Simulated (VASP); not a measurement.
# Al (Im-3m) in VASP: notebook

The runs below take Al through single point, with LDA.

All numbers are computed with VASP 6.6.1; they aren't measurements. Logs are shortened: lines on timing, memory, paths and dates and some standing lists are left out, and cuts for length are marked.

**1. The cell of the first run**

Symmetry: Im-3m, No. 229, cubic system. The conventional cell has a = 3.117 Å, b = 3.117 Å, c = 3.117 Å, α = 90.00°, β = 90.00°, γ = 90.00°. Al (site symmetry m-3m) has 14 Al at 2.70 to 3.12 Å within 3.6 Å.

**2. Single point, LDA (volume scaled by 0.94)**

File INCAR:

```
ALGO     = Normal         # electronic algorithm
EDIFF    = 1E-6           # SCF threshold, eV
ENCUT    = 520            # plane-wave cutoff, eV
GGA      = CA             # functional
ISIF     = 2              # what is computed and relaxed
ISMEAR   = -1             # smearing method
LASPH    = True           # aspherical terms in the spheres
LCHARG   = False          # write CHGCAR
LREAL    = False          # projectors in reciprocal space
LWAVE    = False          # write WAVECAR
NBANDS   = 8              # bands
NELM     = 80             # most SCF steps
PREC     = Accurate       # precision mode
SIGMA    = 0.05           # smearing width, eV
```

File KPOINTS:

```
k-points
0
Gamma
  12 12 12
```

File POSCAR:

```
Al
1.0
   -1.5587357247      1.5587357247      1.5587357247
    1.5587357247     -1.5587357247      1.5587357247
    1.5587357247      1.5587357247     -1.5587357247
Al
1
Direct
    0.0000000000      0.0000000000      0.0000000000
```

Potentials or basis: VASP PAW LDA potentials, release 64 (Al).

Run with:

```bash
$ cat potpaw_LDA.64/Al/POTCAR > POTCAR
$ mpirun -np 1 vasp_std > vasp.out
```

OUTCAR:

```text
EDIFF = 1E-6
   ENCUT = 520
   GGA = CA
   ISIF = 2
   ISMEAR = -1
   LASPH = True
   LREAL = False
   NELM = 80
   PREC = Accurate

 ion  position               nearest neighbor table
   1  0.000  0.000  0.000-

  LATTYP: Found a body centered cubic cell.
 ALAT       =     3.1174714494

  Lattice vectors:

 A1 = (  -1.5587357247,   1.5587357247,   1.5587357247)
 A2 = (   1.5587357247,  -1.5587357247,   1.5587357247)
 A3 = (   1.5587357247,   1.5587357247,  -1.5587357247)

Analysis of symmetry for initial positions (statically):
=====================================================================
 Subroutine PRICEL returns:
 Original cell was already a primitive cell.

 Routine SETGRP: Setting up the symmetry group for a
 body centered cubic supercell.

 Subroutine GETGRP returns: Found 48 space group operations
[... 9 lines left out ...]

 Routine SETGRP: Setting up the symmetry group for a
 body centered cubic supercell.

 Subroutine GETGRP returns: Found 48 space group operations
[... 11 lines left out ...]
                                     Primitive cell

  volume of cell :      15.1488

  direct lattice vectors                    reciprocal lattice vectors
    -1.558735725  1.558735725  1.558735725     0.000000000  0.320772785  0.320772785
     1.558735725 -1.558735725  1.558735725     0.320772785  0.000000000  0.320772785
     1.558735725  1.558735725 -1.558735725     0.320772785  0.320772785  0.000000000

  length of vectors
     2.699809471  2.699809471  2.699809471     0.453641223  0.453641223  0.453641223

  position of ions in fractional coordinates (direct lattice)
     0.000000000  0.000000000  0.000000000

  ion indices of the primitive-cell ions
   primitive index   ion index
                 1           1

----------------------------------------------------------------------------------------

 KPOINTS: k-points

Automatic generation of k-mesh.
 Grid dimensions read from file:
 generate k-points for:   12   12   12

 Generating k-lattice:

  Cartesian coordinates                     Fractional coordinates (reciprocal lattice)
     0.000000000  0.026731065  0.026731065     0.083333333  0.000000000  0.000000000
     0.026731065  0.000000000  0.026731065     0.000000000  0.083333333  0.000000000
     0.026731065  0.026731065  0.000000000     0.000000000  0.000000000  0.083333333

  Length of vectors
     0.037803435  0.037803435  0.037803435

[... 40 lines left out ...]
   ions per type =               1
   NGX,Y,Z   is equivalent  to a cutoff of  12.32, 12.32, 12.32 a.u.
   NGXF,Y,Z  is equivalent  to a cutoff of  24.63, 24.63, 24.63 a.u.
 SYSTEM =  unknown system
   PREC   = accura    normal or accurate (medium, high low for compatibility)
   ISTART =      0    job   : 0-new  1-cont  2-samecut
   ICHARG =      2    charge: 1-file 2-atom 10-const
   ISPIN  =      1    spin polarized calculation?
   LNONCOLLINEAR =      F non collinear calculations
   LSORBIT =      F    spin-orbit coupling
   LASPH  =      T    aspherical Exc in radial PAW
   ENCUT  =  520.0 eV  38.22 Ry    6.18 a.u.   5.02  5.02  5.02*2*pi/ulx,y,z
   NELM   =     80;   NELMIN=  2; NELMDL= -5     # of ELM steps
   EDIFF  = 0.1E-05   stopping-criterion for ELM
   LREAL  =      F    real-space projection
   EDIFFG = 0.1E-04   stopping-criterion for IOM
   NSW    =      0    number of steps for IOM
   IBRION =     -1    ionic relax: 0-MD 1-quasi-New 2-CG
   NFREE  =      0    steps in history (QN), initial steepest desc. (CG)
   ISIF   =      2    stress and relaxation
   ISYM   =      2    0-nonsym 1-usesym 2-fastsym
   POTIM  = 0.5000    time-step for ionic-motion
   TEBEG  =    0.0;   TEEND  =   0.0 temperature during run
   PSTRESS=    0.0 pullay stress
   NELECT =       3.0000    total number of electrons
   NUPDOWN=      -1.0000    fix difference up-down
   EMIN   =  10.00;   EMAX   =-10.00  energy-range for DOS
[... 5 lines left out ...]
     AMIX     =   0.40;   BMIX     =  1.00
     AMIX_MAG =   1.60;   BMIX_MAG =  1.00
  volume/ion in A,a.u.               =      15.15       102.23
  Fermi-wavevector in a.u.,A,eV,Ry     =   0.954237  1.803246 12.389024  0.910568
  Thomas-Fermi vector in A             =   2.082965
   LORBIT       =      0    0 simple, 1 ext, 2 COOP (PROOUT), +10 PAW based schemes
   GGA     = CA    functional components
   LHFCALC =     F    Hartree Fock is set to
   AEXX    =    0.0000 exact exchange contribution
   IVDW    =     0    specifies the selected vdW correction
   LEPSILON=     F    determine dielectric tensor
   LRPA    =     F    only Hartree local field effects (RPA)
 non-spin polarized calculation
  energy-cutoff  :      520.00
  volume of cell :       15.15
 maximum number of plane-waves:       420
   NGX =  9   NGY =  9   NGZ =  9

 number of electron       3.0000000 magnetization

 Free energy of the ion-electron system (eV)
  ---------------------------------------------------
  ext. energy  EPLUGINS =         0.00000000
  ---------------------------------------------------
  free energy    TOTEN  =        -4.06882688 eV

  energy without entropy =       -4.06461789  energy(sigma->0) =       -4.06672239

 E-fermi :   8.7082     XC(G=0): -10.6678

 val. band max:        8.5952519611   @ k =   0.3333   0.0833  -0.0000
 cond. band min:       8.7480793167   @ k =   0.3333   0.2500   0.0833
 fundamental gap:      0.1528273556
 Fermi energy:         8.7082077115

 k-point     1 :       0.0000    0.0000    0.0000
  band No.  band energies     occupation
      1      -2.9895      2.00000
      2      22.4232      0.00000
      3      22.4232      0.00000
      4      22.4232      0.00000
      5      24.4272      0.00000
      6      24.4272      0.00000
      7      24.4272      0.00000
      8      25.6664      0.00000
[... 243 lines left out ...]
 k-point    24 :       0.4167    0.0833    0.0833
  band No.  band energies     occupation
      1       4.4951      2.00000
      2       5.1454      2.00000
      3      13.8003      0.00000
      4      14.7333      0.00000
      5      23.3315      0.00000
      6      23.9623      0.00000
      7      30.4734      0.00000
      8      31.9734      0.00000

 [... further k-points ...]
[... 5 lines left out ...]
  --------------------------------------------------------------------------------------
  -------------------------------------------------------------------------------------
  Total        0.5592201      0.5592201      0.5592201     -0.0000000     -0.0000000     -0.0000000
  in kB       59.1447040     59.1447040     59.1447040     -0.0000000     -0.0000000     -0.0000000
  external PRESSURE =      59.1447040 kB  Pullay stress =       0.0000000 kB

 VOLUME and BASIS-vectors are now :
 -----------------------------------------------------------------------------
  energy-cutoff  :      520.00
  volume of cell :       15.15
      direct lattice vectors                 reciprocal lattice vectors
    -1.558735725  1.558735725  1.558735725     0.000000000  0.320772785  0.320772785
     1.558735725 -1.558735725  1.558735725     0.320772785  0.000000000  0.320772785
     1.558735725  1.558735725 -1.558735725     0.320772785  0.320772785  0.000000000

 POSITION                                       TOTAL-FORCE (eV/Angst)
 -----------------------------------------------------------------------------------
      0.00000      0.00000      0.00000         0.000000      0.000000      0.000000
 -----------------------------------------------------------------------------------
    total drift:                                0.000000      0.000000      0.000000

  FREE ENERGIE OF THE ION-ELECTRON SYSTEM (eV)
  ---------------------------------------------------
  free  energy   TOTEN  =        -4.0688268842 eV

  energy  without entropy=       -4.0646178863  energy(sigma->0) =       -4.06672239
```

stdout:

```text
POSCAR found type information on POSCAR Al
 POSCAR found :  1 types and       1 ions
 scaLAPACK will be used
 LDA part: xc-table for (Slater(with rela. corr.)+CA(PZ))
 , standard interpolation
 POSCAR, INCAR and KPOINTS ok, starting setup
 FFT: planning ... GRIDC
 FFT: planning ... GRID_SOFT
 FFT: planning ... GRID
 WAVECAR not read
 entering main loop
```

It took 4.1 s on 1 thread of AMD EPYC 7R13, shared host; peak memory 0.12 GiB.

Results:

```yaml
Free_energy: -4.0688 eV
Pressure: 5.9 GPa
```

Levels at points of the mesh, in eV from the Fermi level:
```csv
k point,band 1,band 2,band 3,band 4
"(0.00, 0.00, 0.00)",-11.70,13.71,13.71,13.71
"(0.50, 0.00, 0.00)",-4.60,-3.97,8.48,8.71
"(0.50, 0.50, 0.50)",2.00,2.00,2.00,2.92
```

**3. Single point, LDA (volume scaled by 0.96)**

File INCAR:

```
SYSTEM = Al
PREC = Accurate ; ENCUT = 520
EDIFF = 1E-6 ; ISMEAR = -1
SIGMA = 0.05 ; LREAL = .False.
LASPH = .True. ; NELM = 80
ALGO = Normal ; ISIF = 2
LWAVE = .False. ; LCHARG = .False.
NBANDS = 8
```

File KPOINTS:

```
Automatic mesh
0
Gamma
  12 12 12
  0 0 0
```

File POSCAR:

```
Al
1.0
   -1.5697130985      1.5697130985      1.5697130985
    1.5697130985     -1.5697130985      1.5697130985
    1.5697130985      1.5697130985     -1.5697130985
Al
1
Direct
    0.0000000000      0.0000000000      0.0000000000
```

Potentials or basis: VASP PAW LDA potentials, release 64 (Al).

Run with:

```bash
$ cat potpaw_LDA.64/Al/POTCAR > POTCAR
$ mpirun -np 1 vasp_std > vasp.out
```

It took 3.9 s on 1 thread of AMD EPYC 7R13, shared host; peak memory 0.12 GiB.

Results (log left out):

| Item | Value |
| --- | --- |
| Free energy | -4.0787 eV |
| Pressure | 4.0 GPa |

Levels at points of the mesh, in eV from the Fermi level:
| k point | band 1 | band 2 | band 3 | band 4 |
| --- | --- | --- | --- | --- |
| (0.00, 0.00, 0.00) | -11.54 | 13.59 | 13.59 | 13.59 |
| (0.50, 0.00, 0.00) | -4.51 | -3.94 | 8.44 | 8.55 |
| (0.50, 0.50, 0.50) | 1.96 | 1.96 | 1.96 | 2.96 |

(Part 1 of 2 ends here.)
